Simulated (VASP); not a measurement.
# Co (P6_3/mmc) in VASP: further runs

Co is run at these levels: PBE; tasks: single point.

Everything below comes from runs of VASP 6.6.1. Logs are shortened: lines on timing, memory, paths and dates and some standing lists are left out, and cuts for length are marked.

## Step 1: The cell of the first run

It takes space group P6_3/mmc (No. 194, hexagonal). Conventional cell: a = 2.475 Å, b = 2.475 Å, c = 4.003 Å, α = 90.00°, β = 90.00°, γ = 120.00°. Within 3.2 Å of Co (site symmetry -6m2) lie 12 Co at 2.46 to 2.47 Å.

## Step 2: Single point, PBE, collinear spin, ferromagnetic start

The input, INCAR:

```
SYSTEM = Co
  PREC = Accurate
  ENCUT = 520
  EDIFF = 1E-6
  ISMEAR = 0
  SIGMA = 0.1
  LREAL = .False.
  LASPH = .True.
  NELM = 150
  ALGO = Normal
  ISIF = 2
  LWAVE = .False.
  LCHARG = .False.
  ISPIN = 2
  MAGMOM = 1.84 1.84
  LORBIT = 11
  LMAXMIX = 4
  GGA = PE
  NBANDS = 20
```

The input, KPOINTS:

```
Automatic mesh
0
Gamma
  18 18 10
  0 0 0
```

The input, POSCAR:

```
Co
1.0
    2.4745131160      0.0000000000      0.0000000000
   -1.2372565580      2.1429912205      0.0000000000
    0.0000000000      0.0000000000      4.0033141831
Co
2
Direct
    0.6666666667      0.3333333333      0.2500000000
    0.3333333333      0.6666666667      0.7500000000
```

Potentials or basis: VASP PAW PBE potentials, release 64 (Co).

The run is started by

```console
> cat potpaw_PBE.64/Co/POTCAR > POTCAR
> mpirun -np 1 vasp_std > vasp.out
```

OUTCAR:

```text
SYSTEM = Co
   PREC = Accurate
   ENCUT = 520
   EDIFF = 1E-6
   ISMEAR = 0
   LREAL = .False.
   LASPH = .True.
   NELM = 150
   ISIF = 2
   ISPIN = 2
   LORBIT = 11
   GGA = PE

 ion  position               nearest neighbor table
   1  0.667  0.333  0.250-   2 2.46   2 2.46   2 2.46   2 2.46   2 2.46   2 2.46
   2  0.333  0.667  0.750-   1 2.46   1 2.46   1 2.46   1 2.46   1 2.46   1 2.46

  LATTYP: Found a hexagonal cell.
 ALAT       =     2.4745131160
 C/A-ratio  =     1.6178189387

  Lattice vectors:

 A1 = (   2.4745131160,   0.0000000000,   0.0000000000)
 A2 = (  -1.2372565580,   2.1429912205,   0.0000000000)
 A3 = (   0.0000000000,   0.0000000000,   4.0033141831)

Analysis of symmetry for initial positions (statically):
=====================================================================
 Subroutine PRICEL returns:
 Original cell was already a primitive cell.

 Routine SETGRP: Setting up the symmetry group for a
 hexagonal supercell.

 Subroutine GETGRP returns: Found 24 space group operations
 (whereof 12 operations were pure point group operations)
 out of a pool of 24 trial point group operations.

The static configuration has the point symmetry D_3d.
 The point group associated with its full space group is D_6h.

Analysis of symmetry for dynamics (positions and initial velocities):
=====================================================================
 Subroutine PRICEL returns:
 Original cell was already a primitive cell.

 Routine SETGRP: Setting up the symmetry group for a
 hexagonal supercell.

 Subroutine GETGRP returns: Found 24 space group operations
 (whereof 12 operations were pure point group operations)
 out of a pool of 24 trial point group operations.

The dynamic configuration has the point symmetry D_3d.
 The point group associated with its full space group is D_6h.

Analysis of structural, dynamic, and magnetic symmetry:
=====================================================================
 Subroutine PRICEL returns:
 Original cell was already a primitive cell.

 Routine SETGRP: Setting up the symmetry group for a
 hexagonal supercell.

 Subroutine GETGRP returns: Found 24 space group operations
 (whereof 12 operations were pure point group operations)
 out of a pool of 24 trial point group operations.

The overall configuration has the point symmetry D_3d.
 The point group associated with its full space group is D_6h.

 Subroutine INISYM returns: Found 24 space group operations
 (whereof 12 operations are pure point group operations),
 and found     1 'primitive' translations

----------------------------------------------------------------------------------------

                                     Primitive cell

  volume of cell :      21.2290

  direct lattice vectors                    reciprocal lattice vectors
     2.474513116  0.000000000  0.000000000     0.404119903  0.233318735  0.000000000
    -1.237256558  2.142991220  0.000000000     0.000000000  0.466637469  0.000000000
     0.000000000  0.000000000  4.003314183     0.000000000  0.000000000  0.249793035

  length of vectors
     2.474513116  2.474513116  4.003314183     0.466637469  0.466637469  0.249793035

  position of ions in fractional coordinates (direct lattice)
     0.666666667  0.333333333  0.250000000
     0.333333333  0.666666667  0.750000000

  ion indices of the primitive-cell ions
   primitive index   ion index
                 1           1
                 2           2

----------------------------------------------------------------------------------------

 KPOINTS: Automatic mesh

Automatic generation of k-mesh.
 Grid dimensions read from file:
 generate k-points for:   18   18   10

 Generating k-lattice:

  Cartesian coordinates                     Fractional coordinates (reciprocal lattice)
     0.022451106  0.012962152  0.000000000     0.055555556 -0.000000000  0.000000000
     0.000000000  0.025924304  0.000000000     0.000000000  0.055555556  0.000000000
     0.000000000  0.000000000  0.024979304     0.000000000  0.000000000  0.100000000

  Length of vectors
     0.025924304  0.025924304  0.024979304

  Shift w.r.t. Gamma in fractional coordinates (k-lattice)
     0.000000000  0.000000000  0.000000000

 Subroutine IBZKPT returns following result:
 ===========================================

 Found    222 irreducible k-points:

 Following reciprocal coordinates:
            Coordinates               Weight
  0.000000  0.000000  0.000000      1.000000
  0.055556  0.000000  0.000000      6.000000
  0.111111  0.000000  0.000000      6.000000
  0.166667  0.000000  0.000000      6.000000
  0.222222  0.000000  0.000000      6.000000
  0.277778  0.000000  0.000000      6.000000
[... 16 lines left out ...]
  0.333333  0.111111  0.000000     12.000000
  0.388889  0.111111  0.000000     12.000000
 [... further k-points ...]
   k-points           NKPTS =    222   k-points in BZ     NKDIM =    222   number of bands    NBANDS=     20
   number of dos      NEDOS =    301   number of ions     NIONS =      2
   total plane-waves  NPLWV =   9720
   dimension x,y,z NGX =    18 NGY =   18 NGZ =   30
   dimension x,y,z NGXF=    36 NGYF=   36 NGZF=   60
   ions per type =               2
   NGX,Y,Z   is equivalent  to a cutoff of  12.09, 12.09, 12.46 a.u.
   NGXF,Y,Z  is equivalent  to a cutoff of  24.19, 24.19, 24.92 a.u.
 SYSTEM =  Co
   PREC   = accura    normal or accurate (medium, high low for compatibility)
   ISTART =      0    job   : 0-new  1-cont  2-samecut
   ICHARG =      2    charge: 1-file 2-atom 10-const
   ISPIN  =      2    spin polarized calculation?
   LNONCOLLINEAR =      F non collinear calculations
   LSORBIT =      F    spin-orbit coupling
   LASPH  =      T    aspherical Exc in radial PAW
   ENCUT  =  520.0 eV  38.22 Ry    6.18 a.u.   4.60  4.60  7.44*2*pi/ulx,y,z
   NELM   =    150;   NELMIN=  2; NELMDL= -5     # of ELM steps
   EDIFF  = 0.1E-05   stopping-criterion for ELM
   LREAL  =      F    real-space projection
   EDIFFG = 0.1E-04   stopping-criterion for IOM
   NSW    =      0    number of steps for IOM
   IBRION =     -1    ionic relax: 0-MD 1-quasi-New 2-CG
   NFREE  =      0    steps in history (QN), initial steepest desc. (CG)
   ISIF   =      2    stress and relaxation
   ISYM   =      2    0-nonsym 1-usesym 2-fastsym
   POTIM  = 0.5000    time-step for ionic-motion
   TEBEG  =    0.0;   TEEND  =   0.0 temperature during run
   PSTRESS=    0.0 pullay stress
   NELECT =      18.0000    total number of electrons
   NUPDOWN=      -1.0000    fix difference up-down
   EMIN   =  10.00;   EMAX   =-10.00  energy-range for DOS
   EFERMI =   0.00;   METHOD = LEGACY
   ISMEAR =     0;   SIGMA  =   0.10  broadening in eV -4-tet -1-fermi 0-gaus
   EFERMI_NEDOS =   21; number of points for ismear=-14 and -15
   IALGO  =     38    algorithm
   IMIX   =      4    mixing-type and parameters
     AMIX     =   0.40;   BMIX     =  1.00
     AMIX_MAG =   1.60;   BMIX_MAG =  1.00
  volume/ion in A,a.u.               =      10.61        71.63
  Fermi-wavevector in a.u.,A,eV,Ry     =   1.549491  2.928113 32.666532  2.400922
  Thomas-Fermi vector in A             =   2.654290
   LORBIT       =     11    0 simple, 1 ext, 2 COOP (PROOUT), +10 PAW based schemes
   GGA     = PE    functional components
   LHFCALC =     F    Hartree Fock is set to
   AEXX    =    0.0000 exact exchange contribution
   IVDW    =     0    specifies the selected vdW correction
   LEPSILON=     F    determine dielectric tensor
   LRPA    =     F    only Hartree local field effects (RPA)
 spin polarized calculation
 Gauss-broadening in eV      SIGMA  =   0.10
  energy-cutoff  :      520.00
  volume of cell :       21.23
 maximum number of plane-waves:       584
   NGX =  9   NGY =  9   NGZ = 15

 number of electron      17.9999988 magnetization       3.1675683

 Free energy of the ion-electron system (eV)
  ---------------------------------------------------
  ext. energy  EPLUGINS =         0.00000000
  ---------------------------------------------------
  free energy    TOTEN  =       -14.07120087 eV

  energy without entropy =      -14.06272599  energy(sigma->0) =      -14.06696343

 E-fermi :  10.5631     XC(G=0): -13.5332

 val. band max:       10.5595541298   @ k =   0.1111   0.0556   0.2000
 cond. band min:      10.5714047471   @ k =   0.2222   0.1111   0.1000
 fundamental gap:      0.0118506172
 Fermi energy:        10.5631355831

 spin component 1

 k-point     1 :       0.0000    0.0000    0.0000
  band No.  band energies     occupation
      1       1.5356      1.00000
      2       5.3427      1.00000
      3       7.9326      1.00000
      4       7.9547      1.00000
      5       7.9547      1.00000
      6       8.2775      1.00000
[... 12 lines left out ...]
     19      36.8536      0.00000
     20      36.8536      0.00000
[... 507 lines left out ...]
 k-point    24 :       0.3889    0.1111    0.0000
  band No.  band energies     occupation
      1       5.8240      1.00000
      2       5.9905      1.00000
      3       6.1076      1.00000
      4       7.6091      1.00000
      5       7.7280      1.00000
      6       8.0260      1.00000
[... 12 lines left out ...]
     19      33.4776      0.00000
     20      35.8637      0.00000

 [... further k-points ...]

 spin component 2

 k-point     1 :       0.0000    0.0000    0.0000
  band No.  band energies     occupation
      1       1.5279      1.00000
      2       6.2672      1.00000
      3       9.5381      1.00000
      4       9.5664      1.00000
      5       9.5664      1.00000
      6       9.9431      1.00000
[... 12 lines left out ...]
     19      37.1407      0.00000
     20      37.1407      0.00000
[... 507 lines left out ...]
 k-point    24 :       0.3889    0.1111    0.0000
  band No.  band energies     occupation
      1       6.5793      1.00000
      2       7.1737      1.00000
      3       7.3180      1.00000
      4       8.4119      1.00000
      5       9.3026      1.00000
      6       9.5161      1.00000
[... 12 lines left out ...]
     19      33.7910      0.00000
     20      36.2139      0.00000

 [... further k-points ...]
[... 5 lines left out ...]
  --------------------------------------------------------------------------------------
  -------------------------------------------------------------------------------------
  Total        0.5627967      0.5627967      0.5417765      0.0000000      0.0000000      0.0000000
  in kB       42.4748971     42.4748971     40.8884739      0.0000000      0.0000000      0.0000000
  external PRESSURE =      41.9460893 kB  Pullay stress =       0.0000000 kB

 VOLUME and BASIS-vectors are now :
 -----------------------------------------------------------------------------
  energy-cutoff  :      520.00
  volume of cell :       21.23
      direct lattice vectors                 reciprocal lattice vectors
     2.474513116  0.000000000  0.000000000     0.404119903  0.233318735  0.000000000
    -1.237256558  2.142991220  0.000000000     0.000000000  0.466637469  0.000000000
     0.000000000  0.000000000  4.003314183     0.000000000  0.000000000  0.249793035

 POSITION                                       TOTAL-FORCE (eV/Angst)
 -----------------------------------------------------------------------------------
      1.23726      0.71433      1.00083        -0.000000      0.000000      0.000000
     -0.00000      1.42866      3.00249         0.000000     -0.000000      0.000000
 -----------------------------------------------------------------------------------
    total drift:                                0.000000     -0.000000     -0.000000

  FREE ENERGIE OF THE ION-ELECTRON SYSTEM (eV)
  ---------------------------------------------------
  free  energy   TOTEN  =       -14.0712008750 eV

  energy  without entropy=      -14.0627259943  energy(sigma->0) =      -14.06696343

 total charge

# of ion       s       p       d       tot
------------------------------------------
    1        0.498   0.540   7.279   8.317
    2        0.498   0.540   7.279   8.317
--------------------------------------------------
tot          0.995   1.081  14.557  16.633

 magnetization (x)

# of ion       s       p       d       tot
------------------------------------------
    1       -0.015  -0.056   1.672   1.600
    2       -0.015  -0.056   1.672   1.600
--------------------------------------------------
tot         -0.031  -0.112   3.344   3.201
```

Run time: 2.4 min. Hardware: 1 thread of Intel Xeon 6975P-C (Granite Rapids), shared host; peak memory 0.23 GiB.

What came out:

* Free energy: -14.0712 eV
* Pressure: 4.2 GPa
* Net moment: 3.17 μB per cell
* Site moments: Co +1.60 μB
* Valence electrons inside the program's atomic spheres: Co 8.32

## Step 3: Single point, PBE, collinear spin, ferromagnetic start

This run uses another cell than the first one, of 10.75 Å³/atom, 1.013 times its volume.

The input, INCAR:

```
ALGO = Normal
EDIFF = 1E-6
ENCUT = 520
GGA = PE
ISIF = 2
ISMEAR = 0
ISPIN = 2
LASPH = T
LCHARG = F
LMAXMIX = 4
LORBIT = 11
LREAL = F
LWAVE = F
MAGMOM = 1.84 1.84
NBANDS = 20
NELM = 150
PREC = Accurate
SIGMA = 0.1
```

The input, KPOINTS:

```
k-points
0
Gamma
  18 18 10
```

The input, POSCAR:

```
Co
1.0
    2.4849292916      0.0000000000      0.0000000000
   -1.2424646458      2.1520118931      0.0000000000
    0.0000000000      0.0000000000      4.0205091996
Co
2
Direct
    0.6666666667      0.3333333333      0.2500000000
    0.3333333333      0.6666666667      0.7500000000
```

Potentials or basis: VASP PAW PBE potentials, release 64 (Co).

The run is started by

```console
> cat potpaw_PBE.64/Co/POTCAR > POTCAR
> mpirun -np 1 vasp_std > vasp.out
```

Run time: 2.2 min. Hardware: 1 thread of Intel Xeon 6975P-C (Granite Rapids), shared host; peak memory 0.23 GiB.

It converged, with:

```
Free energy                                           : -14.0758 eV
Pressure                                              : 1.3 GPa
Net moment                                            : 3.18 μB per cell
Site moments                                          : Co +1.61 μB
Valence electrons inside the program's atomic spheres : Co 8.29
```

Stress tensor (GPa, compression positive):
```
1.32 0.00 0.00
0.00 1.32 0.00
0.00 0.00 1.23
```

Levels at points of the mesh, in eV from the Fermi level:
Spin up:
```
           k point  band 9  band 10  band 11  band 12  band 13  band 14
(0.00, 0.00, 0.00)   -1.93    -0.81    -0.81    -0.08     6.44    22.07
(0.50, 0.00, 0.00)   -0.59    -0.53     1.34     3.37     9.77    10.43
(0.00, 0.00, 0.50)   -1.13    -1.13    -1.13    -1.13    15.13    15.13
(0.50, 0.00, 0.50)   -0.58    -0.58     1.63     1.63     7.35     7.35
```
Spin down:
```
           k point  band 3  band 4  band 5  band 6  band 7  band 8  band 9  band 10  band 11  band 12
(0.00, 0.00, 0.00)   -1.00   -0.97   -0.97   -0.61   -0.61   -0.17   -0.17    -0.15     1.06     1.06
(0.50, 0.00, 0.00)   -3.28   -1.87   -1.13   -1.04   -0.63    1.19    1.32     1.35     2.56     4.33
(0.00, 0.00, 0.50)   -1.56   -1.56   -1.04   -1.04   -1.04   -1.04    0.71     0.71     0.71     0.71
(0.50, 0.00, 0.50)   -2.40   -2.40   -0.06   -0.06    0.25    0.25    1.29     1.29     2.23     2.23
```

## Step 4: Single point, PBE, collinear spin, ferromagnetic start

This run uses another cell than the first one, of 10.85 Å³/atom, 1.022 times its volume.

The input, INCAR:

```
PREC = Accurate ; ENCUT = 520
EDIFF = 1E-6 ; ISMEAR = 0
SIGMA = 0.15 ; LREAL = F
LASPH = T ; NELM = 150
ALGO = Normal ; ISIF = 2
LWAVE = F ; LCHARG = T
ISPIN = 2 ; MAGMOM = 1.84 1.84
LORBIT = 11 ; LMAXMIX = 4
GGA = PE ; LELF = T
LVHAR = T ; NBANDS = 20
```

The input, KPOINTS:

```
Automatic mesh
0
Gamma
  18 18 8
```

The input, POSCAR:

```
Co
1.0
    2.4921449399      0.0000000000      0.0000000000
   -1.2460724699      2.1582608278      0.0000000000
    0.0000000000      0.0000000000      4.0337444168
Co
2
Direct
    0.6666666667      0.3333333333      0.2499980486
    0.3333333333      0.6666666667      0.7500019514
```

The run is started by

```console
> cat potpaw_PBE.64/Co/POTCAR > POTCAR
> mpirun -np 1 vasp_std > vasp.out
```

Wall time 5.4 min (1 thread of Oxide Virtual Turin-like, shared host); peak memory 0.19 GiB.

The run converged. Its results:

| Item | Value |
| --- | --- |
| Free energy | -14.0816 eV |
| Pressure | -0.6 GPa |
| Net moment | 3.19 μB per cell |
| Site moments | Co +1.62 μB |
| Valence electrons inside the program's atomic spheres | Co 8.27 |

Levels at points of the mesh, in eV from the Fermi level:
Spin up:
```
           k point  band 9  band 10  band 11  band 12  band 13  band 14
(0.00, 0.00, 0.00)   -1.93    -0.83    -0.83    -0.08     6.35    21.99
(0.50, 0.00, 0.00)   -0.61    -0.54     1.31     3.32     9.69    10.34
(0.00, 0.00, 0.50)   -1.14    -1.14    -1.14    -1.14    15.01    15.01
(0.50, 0.00, 0.50)   -0.60    -0.60     1.61     1.61     7.26     7.26
```
Spin down:
| k point | band 3 | band 4 | band 5 | band 6 | band 7 | band 8 | band 9 | band 10 | band 11 | band 12 |
| --- | --- | --- | --- | --- | --- | --- | --- | --- | --- | --- |
| (0.00, 0.00, 0.00) | -0.99 | -0.96 | -0.96 | -0.60 | -0.60 | -0.17 | -0.17 | -0.15 | 1.05 | 1.05 |
| (0.50, 0.00, 0.00) | -3.24 | -1.85 | -1.11 | -1.03 | -0.62 | 1.17 | 1.30 | 1.34 | 2.53 | 4.29 |
| (0.00, 0.00, 0.50) | -1.54 | -1.54 | -1.02 | -1.02 | -1.02 | -1.02 | 0.71 | 0.71 | 0.71 | 0.71 |
| (0.50, 0.00, 0.50) | -2.37 | -2.37 | -0.06 | -0.06 | 0.25 | 0.25 | 1.27 | 1.27 | 2.20 | 2.20 |

## Step 5: Single point, PBE, collinear spin, ferromagnetic start

This run uses another cell than the first one, of 10.85 Å³/atom, 1.022 times its volume.

The input, INCAR:

```
SYSTEM = Co
PREC = Accurate
ENCUT = 520
EDIFF = 1E-6
ISMEAR = 0
SIGMA = 0.1
LREAL = .False.
LASPH = .True.
NELM = 150
ALGO = Normal
ISIF = 2
LWAVE = .False.
LCHARG = .True.
ISPIN = 2
MAGMOM = 1.93 1.93
LORBIT = 11
LMAXMIX = 4
GGA = PE
LELF = .True.
LVHAR = .True.
NBANDS = 20
```

The input, KPOINTS:

```
regular mesh
0
Gamma
  18 18 10
  0 0 0
```

POSCAR is that of step 4.

The run is started by

```console
> cat potpaw_PBE.64/Co/POTCAR > POTCAR
> mpirun -np 1 vasp_std > vasp.out
```

It took 3.2 min on 1 thread of Oxide Virtual Turin-like, shared host; peak memory 0.21 GiB.

Results (log left out):

```
Free energy                                           : -14.0762 eV
Pressure                                              : -0.7 GPa
Net moment                                            : 3.19 μB per cell
Site moments                                          : Co +1.61 μB
Valence electrons inside the program's atomic spheres : Co 8.27
```

Stress tensor (GPa, compression positive):
```
-0.66  0.00  0.00
 0.00 -0.66  0.00
 0.00  0.00 -0.81
```

Levels at points of the mesh, in eV from the Fermi level:
Spin up:
```tsv
k point	band 7	band 8	band 9	band 10	band 11	band 12	band 13	band 14	band 15	band 16
(0.00, 0.00, 0.00)	-2.27	-1.92	-1.92	-0.83	-0.83	-0.08	6.35	21.99	24.56	24.56
(0.50, 0.00, 0.00)	-2.18	-0.69	-0.61	-0.54	1.31	3.32	9.69	10.34	12.74	13.96
(0.00, 0.00, 0.50)	-2.65	-2.65	-1.14	-1.14	-1.14	-1.14	15.01	15.01	22.72	22.72
(0.50, 0.00, 0.50)	-1.06	-1.06	-0.60	-0.60	1.61	1.61	7.27	7.27	18.36	18.36
```
Spin down:
```tsv
k point	band 3	band 4	band 5	band 6	band 7	band 8	band 9	band 10	band 11	band 12
(0.00, 0.00, 0.00)	-0.99	-0.96	-0.96	-0.60	-0.60	-0.17	-0.17	-0.15	1.05	1.05
(0.50, 0.00, 0.00)	-3.24	-1.85	-1.11	-1.03	-0.62	1.17	1.30	1.34	2.53	4.29
(0.00, 0.00, 0.50)	-1.54	-1.54	-1.02	-1.02	-1.02	-1.02	0.71	0.71	0.71	0.71
(0.50, 0.00, 0.50)	-2.37	-2.37	-0.06	-0.06	0.25	0.25	1.27	1.27	2.20	2.20
```

## Step 6: Overview

| cell | k mesh | smearing | gap on the mesh (eV) | pressure (GPa) | moment (μB) |
| --- | --- | --- | --- | --- | --- |
| a = 2.475, b = 2.475, c = 4.003 Å, angles 90.0, 90.0, 120.0°, 2 atoms | 18 × 18 × 10 | gaussian 0.1 eV | none | 4.2 | 3.17 |
| a = 2.485, b = 2.485, c = 4.021 Å, angles 90.0, 90.0, 120.0°, 2 atoms | 18 × 18 × 10 | gaussian 0.1 eV | none | 1.3 | 3.18 |
| a = 2.492, b = 2.492, c = 4.034 Å, angles 90.0, 90.0, 120.0°, 2 atoms | 18 × 18 × 8 | gaussian 0.15 eV | none | -0.6 | 3.19 |
| a = 2.492, b = 2.492, c = 4.034 Å, angles 90.0, 90.0, 120.0°, 2 atoms | 18 × 18 × 10 | gaussian 0.1 eV | none | -0.7 | 3.19 |

Alike in all rows: task single point; level PBE; potentials or basis VASP PAW PBE potentials, release 64 (Co); spin collinear, ferromagnetic start; cutoff (eV) 520.

Absolute energies hang on the potentials; compare differences alone.
